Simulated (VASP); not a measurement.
# C (Fd-3m) in VASP: single point with r2SCAN

Aim: the single point of C with r2SCAN.

Program: VASP 6.6.1. These are calculated values, not measurements. Logs are shortened: lines on timing, memory, paths and dates and some standing lists are left out, and cuts for length are marked.

## 1. The cell of the first run

It takes space group Fd-3m (No. 227, cubic). Conventional cell: a = 3.554 Å, b = 3.554 Å, c = 3.554 Å, α = 90.00°, β = 90.00°, γ = 90.00°. C (site symmetry -43m) has 4 C at 1.54 Å within 2.1 Å.

## 2. Single point, r2SCAN

Contents of POSCAR:

```
C
1.0
    0.0000000000      1.7769057984      1.7769057984
    1.7769057984      0.0000000000      1.7769057984
    1.7769057984      1.7769057984      0.0000000000
C
2
Direct
    0.5000000000      0.5000000000      0.5000000000
    0.7500000000      0.7500000000      0.7500000000
```

Contents of INCAR.step1:

```
  ALGO = Normal
  EDIFF = 1E-5
  ENCUT = 660
  GGA = PE
  GGA_COMPAT = False
  ISMEAR = 0
  LASPH = True
  LCHARG = False
  LREAL = False
  LWAVE = True
  NBANDS = 11
  NELM = 120
  PREC = Accurate
  SIGMA = 0.02
```

Contents of INCAR.step2:

```
  ALGO = Normal
  EDIFF = 1E-6
  ENCUT = 660
  GGA_COMPAT = False
  ISIF = 2
  ISMEAR = 0
  ISTART = 1
  LASPH = True
  LCHARG = False
  LMIXTAU = True
  LREAL = False
  LWAVE = False
  METAGGA = R2SCAN
  NBANDS = 11
  NELM = 120
  PREC = Accurate
  SIGMA = 0.02
```

Contents of KPOINTS:

```
k-points
0
Gamma
  12 12 12
```

Potentials or basis: VASP PAW PBE potentials, release 64 (C).

Launch:

```bash
cat potpaw_PBE.64/C/POTCAR > POTCAR
cp INCAR.step1 INCAR
mpirun -np 1 vasp_std > vasp.out
cp INCAR.step2 INCAR
mpirun -np 1 vasp_std > vasp.out
```

OUTCAR:

```text
EDIFF = 1E-6
   ENCUT = 660
   ISIF = 2
   ISMEAR = 0
   ISTART = 1
   LASPH = True
   LREAL = False
   METAGGA = R2SCAN
   NELM = 120
   PREC = Accurate

 ion  position               nearest neighbor table
   1  0.500  0.500  0.500-   2 1.54   2 1.54   2 1.54   2 1.54
   2  0.750  0.750  0.750-   1 1.54   1 1.54   1 1.54   1 1.54

  LATTYP: Found a face centered cubic cell.
 ALAT       =     3.5538115968

  Lattice vectors:

 A1 = (   0.0000000000,   1.7769057984,   1.7769057984)
 A2 = (   1.7769057984,   0.0000000000,   1.7769057984)
 A3 = (   1.7769057984,   1.7769057984,   0.0000000000)

Analysis of symmetry for initial positions (statically):
=====================================================================
 Subroutine PRICEL returns:
 Original cell was already a primitive cell.

 Routine SETGRP: Setting up the symmetry group for a
 face centered cubic supercell.

 Subroutine GETGRP returns: Found 48 space group operations
 (whereof 24 operations were pure point group operations)
 out of a pool of 48 trial point group operations.

The static configuration has the point symmetry T_d .
 The point group associated with its full space group is O_h .

Analysis of symmetry for dynamics (positions and initial velocities):
=====================================================================
 Subroutine PRICEL returns:
 Original cell was already a primitive cell.

 Routine SETGRP: Setting up the symmetry group for a
 face centered cubic supercell.

 Subroutine GETGRP returns: Found 48 space group operations
 (whereof 24 operations were pure point group operations)
 out of a pool of 48 trial point group operations.

The dynamic configuration has the point symmetry T_d .
 The point group associated with its full space group is O_h .

 Subroutine INISYM returns: Found 48 space group operations
 (whereof 24 operations are pure point group operations),
 and found     1 'primitive' translations

----------------------------------------------------------------------------------------

                                     Primitive cell

  volume of cell :      11.2208

  direct lattice vectors                    reciprocal lattice vectors
     0.000000000  1.776905798  1.776905798    -0.281388018  0.281388018  0.281388018
     1.776905798  0.000000000  1.776905798     0.281388018 -0.281388018  0.281388018
     1.776905798  1.776905798  0.000000000     0.281388018  0.281388018 -0.281388018

  length of vectors
     2.512924279  2.512924279  2.512924279     0.487378343  0.487378343  0.487378343

  position of ions in fractional coordinates (direct lattice)
     0.500000000  0.500000000  0.500000000
     0.750000000  0.750000000  0.750000000

  ion indices of the primitive-cell ions
   primitive index   ion index
                 1           1
                 2           2

----------------------------------------------------------------------------------------

 KPOINTS: k-points

Automatic generation of k-mesh.
 Grid dimensions read from file:
 generate k-points for:   12   12   12

 Generating k-lattice:

  Cartesian coordinates                     Fractional coordinates (reciprocal lattice)
    -0.023449001  0.023449001  0.023449001     0.083333333  0.000000000  0.000000000
     0.023449001 -0.023449001  0.023449001     0.000000000  0.083333333  0.000000000
     0.023449001  0.023449001 -0.023449001     0.000000000  0.000000000  0.083333333

  Length of vectors
     0.040614862  0.040614862  0.040614862

  Shift w.r.t. Gamma in fractional coordinates (k-lattice)
     0.000000000  0.000000000  0.000000000

 Subroutine IBZKPT returns following result:
 ===========================================

 Found     72 irreducible k-points:

 Following reciprocal coordinates:
            Coordinates               Weight
  0.000000  0.000000  0.000000      1.000000
  0.083333  0.000000  0.000000      8.000000
  0.166667  0.000000  0.000000      8.000000
  0.250000  0.000000  0.000000      8.000000
  0.333333  0.000000  0.000000      8.000000
  0.416667  0.000000  0.000000      8.000000
[... 16 lines left out ...]
  0.500000  0.166667  0.000000     24.000000
 -0.416667  0.166667  0.000000     24.000000
 [... further k-points ...]
   k-points           NKPTS =     72   k-points in BZ     NKDIM =     72   number of bands    NBANDS=     11
   number of dos      NEDOS =    301   number of ions     NIONS =      2
   total plane-waves  NPLWV =  13824
   dimension x,y,z NGX =    24 NGY =   24 NGZ =   24
   dimension x,y,z NGXF=    48 NGYF=   48 NGZF=   48
   ions per type =               2
   NGX,Y,Z   is equivalent  to a cutoff of  15.88, 15.88, 15.88 a.u.
   NGXF,Y,Z  is equivalent  to a cutoff of  31.76, 31.76, 31.76 a.u.
 SYSTEM =  unknown system
   PREC   = accura    normal or accurate (medium, high low for compatibility)
   ISTART =      1    job   : 0-new  1-cont  2-samecut
   ICHARG =      0    charge: 1-file 2-atom 10-const
   ISPIN  =      1    spin polarized calculation?
   LNONCOLLINEAR =      F non collinear calculations
   LSORBIT =      F    spin-orbit coupling
   LASPH  =      T    aspherical Exc in radial PAW
   ENCUT  =  660.0 eV  48.51 Ry    6.96 a.u.   5.26  5.26  5.26*2*pi/ulx,y,z
   NELM   =    120;   NELMIN=  2; NELMDL=  0     # of ELM steps
   EDIFF  = 0.1E-05   stopping-criterion for ELM
   LREAL  =      F    real-space projection
   EDIFFG = 0.1E-04   stopping-criterion for IOM
   NSW    =      0    number of steps for IOM
   IBRION =     -1    ionic relax: 0-MD 1-quasi-New 2-CG
   NFREE  =      0    steps in history (QN), initial steepest desc. (CG)
   ISIF   =      2    stress and relaxation
   ISYM   =      2    0-nonsym 1-usesym 2-fastsym
   POTIM  = 0.5000    time-step for ionic-motion
   TEBEG  =    0.0;   TEEND  =   0.0 temperature during run
   PSTRESS=    0.0 pullay stress
   NELECT =       8.0000    total number of electrons
   NUPDOWN=      -1.0000    fix difference up-down
   EMIN   =  10.00;   EMAX   =-10.00  energy-range for DOS
   EFERMI =   0.00;   METHOD = LEGACY
   ISMEAR =     0;   SIGMA  =   0.02  broadening in eV -4-tet -1-fermi 0-gaus
   EFERMI_NEDOS =   21; number of points for ismear=-14 and -15
   IALGO  =     38    algorithm
   IMIX   =      4    mixing-type and parameters
     AMIX     =   0.40;   BMIX     =  1.00
     AMIX_MAG =   1.60;   BMIX_MAG =  1.00
  volume/ion in A,a.u.               =       5.61        37.86
  Fermi-wavevector in a.u.,A,eV,Ry     =   1.462504  2.763732 29.101749  2.138918
  Thomas-Fermi vector in A             =   2.578710
   LORBIT       =      0    0 simple, 1 ext, 2 COOP (PROOUT), +10 PAW based schemes
   METAGGA = R2SCAN    functional components
   LHFCALC =     F    Hartree Fock is set to
   AEXX    =    0.0000 exact exchange contribution
   IVDW    =     0    specifies the selected vdW correction
   LEPSILON=     F    determine dielectric tensor
   LRPA    =     F    only Hartree local field effects (RPA)
 non-spin polarized calculation
 Gauss-broadening in eV      SIGMA  =   0.02
  energy-cutoff  :      660.00
  volume of cell :       11.22
 maximum number of plane-waves:       448
 NGX is ok and might be reduce to    24
   NGX = 11   NGY = 11   NGZ = 11

 number of electron       8.0000000 magnetization

 Free energy of the ion-electron system (eV)
  ---------------------------------------------------
  ext. energy  EPLUGINS =         0.00000000
  ---------------------------------------------------
  free energy    TOTEN  =       -19.66839730 eV

  energy without entropy =      -19.66839730  energy(sigma->0) =      -19.66839730

 E-fermi :  10.0353     XC(G=0): -14.3167

 val. band max:        9.8686394956   @ k =   0.0000   0.0000   0.0000
 cond. band min:      14.2382371752   @ k =   0.3333   0.3333   0.0000
 fundamental gap:      4.3695976796
 Fermi energy:        10.0353456328

 k-point     1 :       0.0000    0.0000    0.0000
  band No.  band energies     occupation
      1     -12.9762      2.00000
      2       9.8686      2.00000
      3       9.8686      2.00000
      4       9.8686      2.00000
      5      15.7347      0.00000
      6      15.7347      0.00000
      7      15.7347      0.00000
      8      23.9477      0.00000
      9      30.4178      0.00000
     10      37.3796      0.00000
     11      37.3796      0.00000

 k-point     2 :       0.0833    0.0000    0.0000
  band No.  band energies     occupation
      1     -12.7741      2.00000
      2       8.5406      2.00000
      3       9.5194      2.00000
      4       9.5194      2.00000
      5      16.1923      0.00000
      6      16.1923      0.00000
      7      16.5160      0.00000
      8      24.1432      0.00000
      9      30.7627      0.00000
     10      35.3113      0.00000
     11      35.3113      0.00000

 k-point     3 :       0.1667    0.0000    0.0000
  band No.  band energies     occupation
      1     -12.1699      2.00000
      2       5.8276      2.00000
      3       8.7648      2.00000
      4       8.7648      2.00000
      5      17.1827      0.00000
      6      17.1827      0.00000
      7      17.6809      0.00000
      8      24.7043      0.00000
      9      31.4818      0.00000
     10      33.6590      0.00000
     11      33.6590      0.00000

 k-point     4 :       0.2500    0.0000    0.0000
  band No.  band energies     occupation
      1     -11.1731      2.00000
      2       2.8099      2.00000
      3       7.9896      2.00000
      4       7.9896      2.00000
      5      18.0992      0.00000
      6      18.0992      0.00000
      7      18.4584      0.00000
      8      25.4825      0.00000
      9      31.9194      0.00000
     10      33.2543      0.00000
     11      33.2543      0.00000
[... 239 lines left out ...]
 k-point    22 :       0.4167    0.1667    0.0000
  band No.  band energies     occupation
      1      -8.5935      2.00000
      2      -0.5688      2.00000
      3       5.2809      2.00000
      4       5.5260      2.00000
      5      16.9096      0.00000
      6      21.5421      0.00000
      7      21.6417      0.00000
      8      23.3494      0.00000
      9      32.3294      0.00000
     10      33.7543      0.00000
     11      38.6683      0.00000

 k-point    23 :       0.5000    0.1667    0.0000
  band No.  band energies     occupation
      1      -6.9533      2.00000
      2      -2.9104      2.00000
      3       4.5189      2.00000
      4       5.6188      2.00000
      5      17.3569      0.00000
      6      21.2361      0.00000
      7      21.7529      0.00000
      8      25.1049      0.00000
      9      31.3240      0.00000
     10      35.2678      0.00000
     11      37.8748      0.00000

 k-point    24 :      -0.4167    0.1667    0.0000
  band No.  band energies     occupation
      1      -6.5201      2.00000
      2      -3.4352      2.00000
      3       4.0036      2.00000
      4       6.0218      2.00000
      5      17.8219      0.00000
      6      20.7041      0.00000
      7      21.7291      0.00000
      8      26.3892      0.00000
      9      30.5583      0.00000
     10      35.2654      0.00000
     11      36.0792      0.00000

 [... further k-points ...]
[... 5 lines left out ...]
  --------------------------------------------------------------------------------------
  -------------------------------------------------------------------------------------
  Total        0.1842268      0.1842268      0.1842268      0.0000000      0.0000000      0.0000000
  in kB       26.3051181     26.3051181     26.3051181      0.0000000      0.0000000      0.0000000
  external PRESSURE =      26.3051181 kB  Pullay stress =       0.0000000 kB

 VOLUME and BASIS-vectors are now :
 -----------------------------------------------------------------------------
  energy-cutoff  :      660.00
  volume of cell :       11.22
      direct lattice vectors                 reciprocal lattice vectors
     0.000000000  1.776905798  1.776905798    -0.281388018  0.281388018  0.281388018
     1.776905798  0.000000000  1.776905798     0.281388018 -0.281388018  0.281388018
     1.776905798  1.776905798  0.000000000     0.281388018  0.281388018 -0.281388018

 POSITION                                       TOTAL-FORCE (eV/Angst)
 -----------------------------------------------------------------------------------
      1.77691      1.77691      1.77691        -0.000000     -0.000000     -0.000000
      2.66536      2.66536      2.66536         0.000000      0.000000      0.000000
 -----------------------------------------------------------------------------------
    total drift:                                0.000000      0.000000      0.000000

  FREE ENERGIE OF THE ION-ELECTRON SYSTEM (eV)
  ---------------------------------------------------
  free  energy   TOTEN  =       -19.6683973030 eV

  energy  without entropy=      -19.6683973030  energy(sigma->0) =      -19.66839730
```

Run time: 52 s. Hardware: 1 thread of AMD EPYC 7R43 (Zen 3), shared host; peak memory 0.1 GiB.

What came out:

```yaml
Free_energy: -19.6684 eV
Pressure: 2.6 GPa
Band_gap_on_the_k_mesh: 4.37 eV (least direct gap 5.87 eV)
```

Caveat: the PAW data sets were made with another functional, which shifts forces and pressure a little.
